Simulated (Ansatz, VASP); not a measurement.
**SnSe2 in VASP and in Ansatz**

```xyz
3
Lattice="3.8362 0.0000 0.0000 -1.9181 3.3223 0.0000 0.0000 0.0000 6.1766" Properties=species:S:1:pos:R:3 pbc="T T T"
Sn    0.0000    0.0000    0.0000
Se    0.0000    2.2149    1.5991
Se    1.9181    1.1074    4.5775
```

Change from the starting cell: volume scaled by 1.02, ions relaxed.

Alike in both runs: functional PBE; k mesh 13 × 13 × 7; occupations fermi-dirac, width 0.02 eV; no spin polarisation.

Ansatz relaxed the structure, and its values are those at the end. VASP's run is a single point on that final structure, the one shown.

|  | VASP | Ansatz |
| --- | --- | --- |
| version | VASP 6.6.1 | Ansatz 0.2.0 |
| potentials or method | VASP PAW PBE potentials, release 64 (Sn_d, Se) | plane-wave PAW, scalar-relativistic |
| plane-wave cutoff (eV) | 520 | 420 |
| valence electrons in the cell | 26 | 46 |

|  | VASP | Ansatz | Ansatz less VASP |
| --- | --- | --- | --- |
| pressure (GPa) | 1.9 | 1.8 | -0.06 |
| rms of the force components (eV/Å) | 0.002 | 0.004 | +0.0017 |

VASP's potentials hold 26 valence electrons a cell and Ansatz's 46, so a difference there can come from the potentials and not from the codes. Ansatz's warnings: stress scf threshold loose.
